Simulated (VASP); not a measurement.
# Al2Cl (P1) in VASP: a series of runs

Al2Cl is run at these levels: PBE; tasks: single point.

Program: VASP 6.6.1. These are calculated values, not measurements. Logs are shortened: lines on timing, memory, paths and dates and some standing lists are left out, and cuts for length are marked.

**1. The cell of the first run**

The typed cell holds 3 atoms: a = 3.789 Å, b = 3.789 Å, c = 4.767 Å, α = 90.00°, β = 90.00°, γ = 90.00°.

**2. Single point, PBE**

INCAR reads:

```
SYSTEM = Al2Cl
  ALGO = Normal
  EDIFF = 1E-7
  ENCUT = 520
  GGA = PE
  ISIF = 2
  ISMEAR = 1
  LASPH = .True.
  LCHARG = .False.
  LREAL = .False.
  LWAVE = .False.
  NBANDS = 14
  NELM = 80
  PREC = Accurate
  SIGMA = 0.1
```

KPOINTS reads:

```
k-points
0
Gamma
  10 10 8
  0 0 0
```

POSCAR reads:

```
Al2Cl
1.0
    3.7891741700      0.0000000000      0.0000000000
    0.0000000000      3.7891741700      0.0000000000
    0.0000000000      0.0000000000      4.7668408700
Al Cl
2 1
Direct
    0.4999800000      0.0023650000      0.3483520000
   -0.0062180000      0.4843420000      0.3410360000
   -0.0050410000     -0.0057340000      0.3904520000
```

Potentials or basis: VASP PAW PBE potentials, release 64 (Al, Cl).

Command:

```
> cat potpaw_PBE.64/Al/POTCAR potpaw_PBE.64/Cl/POTCAR > POTCAR
> mpirun -np 1 vasp_std > vasp.out
```

OUTCAR:

```text
SYSTEM = Al2Cl
   EDIFF = 1E-7
   ENCUT = 520
   GGA = PE
   ISIF = 2
   ISMEAR = 1
   LASPH = .True.
   LREAL = .False.
   NELM = 80
   PREC = Accurate

 ion  position               nearest neighbor table
   1  0.500  0.002  0.348-   3 1.89   3 1.92   2 2.61   2 2.65   2 2.71   2 2.74
   2  0.994  0.484  0.341-   3 1.87   3 1.95   1 2.61   1 2.65   1 2.71   1 2.74
   3  0.995  0.994  0.390-   2 1.87   1 1.89   1 1.92   2 1.95

  LATTYP: Found a simple tetragonal cell.
 ALAT       =     3.7891741700
 C/A-ratio  =     1.2580157723

  Lattice vectors:

 A1 = (   3.7891741700,   0.0000000000,   0.0000000000)
 A2 = (   0.0000000000,   3.7891741700,   0.0000000000)
 A3 = (   0.0000000000,   0.0000000000,   4.7668408700)

Analysis of symmetry for initial positions (statically):
=====================================================================
 Subroutine PRICEL returns:
 Original cell was already a primitive cell.

 Routine SETGRP: Setting up the symmetry group for a
 simple tetragonal supercell.

 Subroutine GETGRP returns: Found  1 space group operations
 (whereof  1 operations were pure point group operations)
 out of a pool of 16 trial point group operations.

The static configuration has the point symmetry C_1 .

Analysis of symmetry for dynamics (positions and initial velocities):
=====================================================================
 Subroutine PRICEL returns:
 Original cell was already a primitive cell.

 Routine SETGRP: Setting up the symmetry group for a
 simple tetragonal supercell.

 Subroutine GETGRP returns: Found  1 space group operations
 (whereof  1 operations were pure point group operations)
 out of a pool of 16 trial point group operations.

The dynamic configuration has the point symmetry C_1 .

 Subroutine INISYM returns: Found  1 space group operations
 (whereof  1 operations are pure point group operations),
 and found     1 'primitive' translations

----------------------------------------------------------------------------------------

                                     Primitive cell

  volume of cell :      68.4415

  direct lattice vectors                    reciprocal lattice vectors
     3.789174170  0.000000000  0.000000000     0.263909748  0.000000000  0.000000000
     0.000000000  3.789174170  0.000000000     0.000000000  0.263909748  0.000000000
     0.000000000  0.000000000  4.766840870     0.000000000  0.000000000  0.209782543

  length of vectors
     3.789174170  3.789174170  4.766840870     0.263909748  0.263909748  0.209782543

  position of ions in fractional coordinates (direct lattice)
     0.499980000  0.002365000  0.348352000
     0.993782000  0.484342000  0.341036000
     0.994959000  0.994266000  0.390452000

  ion indices of the primitive-cell ions
   primitive index   ion index
                 1           1
                 2           2
                 3           3

----------------------------------------------------------------------------------------

 KPOINTS: k-points

Automatic generation of k-mesh.
 Grid dimensions read from file:
 generate k-points for:   10   10    8

 Generating k-lattice:

  Cartesian coordinates                     Fractional coordinates (reciprocal lattice)
     0.026390975  0.000000000  0.000000000     0.100000000  0.000000000  0.000000000
     0.000000000  0.026390975  0.000000000     0.000000000  0.100000000  0.000000000
     0.000000000  0.000000000  0.026222818     0.000000000  0.000000000  0.125000000

  Length of vectors
     0.026390975  0.026390975  0.026222818

  Shift w.r.t. Gamma in fractional coordinates (k-lattice)
     0.000000000  0.000000000  0.000000000

 Subroutine IBZKPT returns following result:
 ===========================================

 Found    404 irreducible k-points:

 Following reciprocal coordinates:
            Coordinates               Weight
  0.000000  0.000000  0.000000      1.000000
  0.100000  0.000000  0.000000      2.000000
  0.000000  0.100000  0.000000      2.000000
  0.200000  0.000000  0.000000      2.000000
  0.000000  0.200000  0.000000      2.000000
  0.300000  0.000000  0.000000      2.000000
[... 16 lines left out ...]
 -0.100000  0.400000  0.000000      2.000000
 -0.400000  0.100000  0.000000      2.000000
 [... further k-points ...]
   k-points           NKPTS =    404   k-points in BZ     NKDIM =    404   number of bands    NBANDS=     14
   number of dos      NEDOS =    301   number of ions     NIONS =      3
   total plane-waves  NPLWV =  28224
   dimension x,y,z NGX =    28 NGY =   28 NGZ =   36
   dimension x,y,z NGXF=    56 NGYF=   56 NGZF=   72
   ions per type =               2   1
   NGX,Y,Z   is equivalent  to a cutoff of  12.28, 12.28, 12.56 a.u.
   NGXF,Y,Z  is equivalent  to a cutoff of  24.57, 24.57, 25.11 a.u.
 SYSTEM =  Al2Cl
   PREC   = accura    normal or accurate (medium, high low for compatibility)
   ISTART =      0    job   : 0-new  1-cont  2-samecut
   ICHARG =      2    charge: 1-file 2-atom 10-const
   ISPIN  =      1    spin polarized calculation?
   LNONCOLLINEAR =      F non collinear calculations
   LSORBIT =      F    spin-orbit coupling
   LASPH  =      T    aspherical Exc in radial PAW
   ENCUT  =  520.0 eV  38.22 Ry    6.18 a.u.   7.05  7.05  8.86*2*pi/ulx,y,z
   NELM   =     80;   NELMIN=  2; NELMDL= -5     # of ELM steps
   EDIFF  = 0.1E-06   stopping-criterion for ELM
   LREAL  =      F    real-space projection
   EDIFFG = 0.1E-05   stopping-criterion for IOM
   NSW    =      0    number of steps for IOM
   IBRION =     -1    ionic relax: 0-MD 1-quasi-New 2-CG
   NFREE  =      0    steps in history (QN), initial steepest desc. (CG)
   ISIF   =      2    stress and relaxation
   ISYM   =      2    0-nonsym 1-usesym 2-fastsym
   POTIM  = 0.5000    time-step for ionic-motion
   TEBEG  =    0.0;   TEEND  =   0.0 temperature during run
   PSTRESS=    0.0 pullay stress
   NELECT =      13.0000    total number of electrons
   NUPDOWN=      -1.0000    fix difference up-down
   EMIN   =  10.00;   EMAX   =-10.00  energy-range for DOS
   EFERMI =   0.00;   METHOD = LEGACY
   ISMEAR =     1;   SIGMA  =   0.10  broadening in eV -4-tet -1-fermi 0-gaus
   EFERMI_NEDOS =   21; number of points for ismear=-14 and -15
   IALGO  =     38    algorithm
   IMIX   =      4    mixing-type and parameters
     AMIX     =   0.40;   BMIX     =  1.00
     AMIX_MAG =   1.60;   BMIX_MAG =  1.00
  volume/ion in A,a.u.               =      22.81       153.96
  Fermi-wavevector in a.u.,A,eV,Ry     =   0.941057  1.778340 12.049165  0.885589
  Thomas-Fermi vector in A             =   2.068530
   LORBIT       =      0    0 simple, 1 ext, 2 COOP (PROOUT), +10 PAW based schemes
   GGA     = PE    functional components
   LHFCALC =     F    Hartree Fock is set to
   AEXX    =    0.0000 exact exchange contribution
   IVDW    =     0    specifies the selected vdW correction
   LEPSILON=     F    determine dielectric tensor
   LRPA    =     F    only Hartree local field effects (RPA)
 non-spin polarized calculation
 Methfessel and Paxton  Order N= 1 SIGMA  =   0.10
  energy-cutoff  :      520.00
  volume of cell :       68.44
 maximum number of plane-waves:      1868
   NGX = 15   NGY = 15   NGZ = 17

 number of electron      12.9999998 magnetization

 Free energy of the ion-electron system (eV)
  ---------------------------------------------------
  ext. energy  EPLUGINS =         0.00000000
  ---------------------------------------------------
  free energy    TOTEN  =         1.12108460 eV

  energy without entropy =        1.12122988  energy(sigma->0) =        1.12113302

 E-fermi :   4.9069     XC(G=0):  -8.3314

 val. band max:        4.9039331944   @ k =  -0.1000   0.2000   0.5000
 cond. band min:       4.9083424893   @ k =   0.3000   0.0000   0.3750
 fundamental gap:      0.0044092949
 Fermi energy:         4.9068859633

 k-point     1 :       0.0000    0.0000    0.0000
  band No.  band energies     occupation
      1     -17.5264      2.00000
      2      -6.1999      2.00000
      3      -6.1786      2.00000
      4      -4.2672      2.00000
      5       0.0840      2.00000
      6       4.1474      2.00000
      7       5.6438     -0.00000
      8       7.5998      0.00000
      9       7.6413      0.00000
     10       8.7389      0.00000
     11       8.7745      0.00000
     12      10.1631      0.00000
     13      10.1884      0.00000
     14      10.9338      0.00000

 k-point     2 :       0.1000    0.0000    0.0000
  band No.  band energies     occupation
      1     -17.5007      2.00000
      2      -6.3805      2.00000
      3      -6.1666      2.00000
      4      -4.2428      2.00000
      5       0.2956      2.00000
      6       4.2698      2.00000
      7       5.7154     -0.00000
      8       6.9754      0.00000
      9       7.1058      0.00000
     10       8.8745      0.00000
     11       9.0061      0.00000
     12       9.8205      0.00000
     13      10.8466      0.00000
     14      11.6198      0.00000

 k-point     3 :       0.0000    0.1000    0.0000
  band No.  band energies     occupation
      1     -17.5010      2.00000
      2      -6.3593      2.00000
      3      -6.1879      2.00000
      4      -4.2423      2.00000
      5       0.2963      2.00000
      6       4.2704      2.00000
      7       5.7123     -0.00000
      8       6.9866      0.00000
      9       7.1225      0.00000
     10       8.8901      0.00000
     11       8.9565      0.00000
     12       9.8032      0.00000
     13      10.8653      0.00000
     14      11.6249      0.00000

 k-point     4 :       0.2000    0.0000    0.0000
  band No.  band energies     occupation
      1     -17.4319      2.00000
      2      -6.8126      2.00000
      3      -6.1349      2.00000
      4      -4.1778      2.00000
      5       0.8364      2.00000
      6       4.5178      2.00000
      7       5.7800     -0.00000
      8       6.0785     -0.00000
      9       6.3872     -0.00000
     10       8.9117      0.00000
     11       9.2240      0.00000
     12       9.4154      0.00000
     13      12.1778      0.00000
     14      12.3221      0.00000

 k-point     5 :       0.0000    0.2000    0.0000
  band No.  band energies     occupation
      1     -17.4331      2.00000
      2      -6.7910      2.00000
      3      -6.1561      2.00000
      4      -4.1763      2.00000
      5       0.8386      2.00000
      6       4.5199      2.00000
      7       5.7672     -0.00000
      8       6.0837     -0.00000
      9       6.4389     -0.00000
     10       8.9039      0.00000
     11       9.1955      0.00000
[... 276 lines left out ...]
 k-point    22 :       0.4000    0.1000    0.0000
  band No.  band energies     occupation
      1     -17.2453      2.00000
      2      -7.6138      2.00000
      3      -6.2161      2.00000
      4      -4.0035      2.00000
      5       2.2921      2.00000
      6       3.8020      2.00000
      7       4.7573      2.05569
      8       5.4685     -0.00000
      9       7.1417      0.00000
     10       8.4373      0.00000
     11       9.5524      0.00000
     12       9.8025      0.00000
     13      11.4244      0.00000
     14      13.3994      0.00000

 k-point    23 :      -0.1000    0.4000    0.0000
  band No.  band energies     occupation
      1     -17.2484      2.00000
      2      -7.5902      2.00000
      3      -6.2373      2.00000
      4      -4.0005      2.00000
      5       2.2933      2.00000
      6       3.8097      2.00000
      7       4.7576      2.05591
      8       5.4936     -0.00000
      9       7.2060      0.00000
     10       8.3654      0.00000
     11       9.5331      0.00000
     12       9.8121      0.00000
     13      11.3540      0.00000
     14      13.4264      0.00000

 k-point    24 :      -0.4000    0.1000    0.0000
  band No.  band energies     occupation
      1     -17.2453      2.00000
      2      -7.6138      2.00000
      3      -6.2161      2.00000
      4      -4.0035      2.00000
      5       2.2934      2.00000
      6       3.7991      2.00000
      7       4.7579      2.05621
      8       5.4690     -0.00000
      9       7.1417      0.00000
     10       8.4373      0.00000
     11       9.5543      0.00000
     12       9.8010      0.00000
     13      11.4240      0.00000
     14      13.4018      0.00000

 [... further k-points ...]

------------------------ aborting loop because EDIFF is reached ----------------------------------------

  FORCE on cell =-STRESS in cart. coord.  units (eV):
  Direction    XX          YY          ZZ          XY          YZ          ZX
  --------------------------------------------------------------------------------------
  -------------------------------------------------------------------------------------
  Total       33.0416485     32.6902209     -0.7229810     -0.0189297     -0.6194988      0.2447815
  in kB      773.4860736    765.2593556    -16.9245711     -0.4431331    -14.5021112      5.7301944
  external PRESSURE =     507.2736194 kB  Pullay stress =       0.0000000 kB

 VOLUME and BASIS-vectors are now :
 -----------------------------------------------------------------------------
  energy-cutoff  :      520.00
  volume of cell :       68.44
      direct lattice vectors                 reciprocal lattice vectors
     3.789174170  0.000000000  0.000000000     0.263909748  0.000000000  0.000000000
     0.000000000  3.789174170  0.000000000     0.000000000  0.263909748  0.000000000
     0.000000000  0.000000000  4.766840870     0.000000000  0.000000000  0.209782543

 POSITION                                       TOTAL-FORCE (eV/Angst)
 -----------------------------------------------------------------------------------
      1.89451      0.00896      1.66054        -1.261083      0.130422     -1.958242
      3.76561      1.83526      1.62566         0.034031      2.523548     -2.295866
      3.77007      3.76745      1.86122         1.227052     -2.653970      4.254108
 -----------------------------------------------------------------------------------
    total drift:                                0.000289      0.000200      0.000304

  FREE ENERGIE OF THE ION-ELECTRON SYSTEM (eV)
  ---------------------------------------------------
  free  energy   TOTEN  =         1.1210845985 eV

  energy  without entropy=        1.1212298760  energy(sigma->0) =        1.12113302
```

Run time: 7.9 min. Hardware: 1 thread of Intel Xeon 8259CL, shared host; peak memory 0.43 GiB.

Results:

| Quantity | Value |
| --- | --- |
| Free energy | 1.1211 eV |
| Pressure | 50.7 GPa |
| Largest force | 5.162 eV/Å |
| Band gap on the k mesh | zero (an odd number of electrons rules out a gap without spin polarisation) |

Forces on the atoms (eV/Å):
```
Al  -1.261  0.130 -1.958
Al   0.034  2.524 -2.296
Cl   1.227 -2.654  4.254
```

Stress tensor (GPa, compression positive):
```
77.35 -0.04  0.57
-0.04 76.53 -1.45
 0.57 -1.45 -1.69
```

Caveat: the cell stands under pressure; an odd number of electrons without spin polarisation forces a metal; a magnetic or distorted state may lie lower.

**3. Single point, PBE**

INCAR reads:

```
PREC = Accurate
ENCUT = 520
EDIFF = 1E-7
ISMEAR = 1
SIGMA = 0.1
LREAL = F
LASPH = T
NELM = 100
ALGO = Normal
ISIF = 2
LWAVE = F
LCHARG = F
GGA = PE
NBANDS = 14
```

KPOINTS reads:

```
Automatic mesh
0
Gamma
  12 12 9
```

POSCAR is that of step 2.

Potentials or basis: VASP PAW PBE potentials, release 64 (Al, Cl).

Command:

```
> cat potpaw_PBE.64/Al/POTCAR potpaw_PBE.64/Cl/POTCAR > POTCAR
> mpirun -np 1 vasp_std > vasp.out
```

It took 12 min on 1 thread of Intel Xeon 8259CL, shared host; peak memory 0.6 GiB.

It converged, with:

* Free energy: 1.1313 eV
* Pressure: 50.6 GPa
* Largest force: 5.153 eV/Å
* Band gap on the k mesh: zero (an odd number of electrons rules out a gap without spin polarisation)

Forces on the atoms (eV/Å):
```
Al  -1.265  0.126 -1.951
Al   0.036  2.532 -2.289
Cl   1.229 -2.658  4.240
```

Stress tensor (GPa, compression positive):
```
77.14 -0.04  0.57
-0.04 76.38 -1.45
 0.57 -1.45 -1.77
```

Levels at points of the mesh, in eV from the Fermi level:
| k point | band 4 | band 5 | band 6 | band 7 | band 8 | band 9 | band 10 | band 11 |
| --- | --- | --- | --- | --- | --- | --- | --- | --- |
| (0.00, 0.00, 0.00) | -9.19 | -4.84 | -0.77 | 0.72 | 2.68 | 2.72 | 3.81 | 3.85 |
| (0.50, 0.00, 0.00) | -8.92 | -1.81 | -1.72 | -0.18 | -0.11 | 2.47 | 3.75 | 4.88 |
| (0.00, 0.50, 0.00) | -8.92 | -1.87 | -1.64 | -0.19 | -0.08 | 2.55 | 3.74 | 4.85 |
| (0.50, 0.50, 0.00) | -8.70 | -4.47 | 0.54 | 0.55 | 1.99 | 2.04 | 4.12 | 4.60 |

Caveat: the cell stands under pressure; an odd number of electrons without spin polarisation forces a metal; a magnetic or distorted state may lie lower.
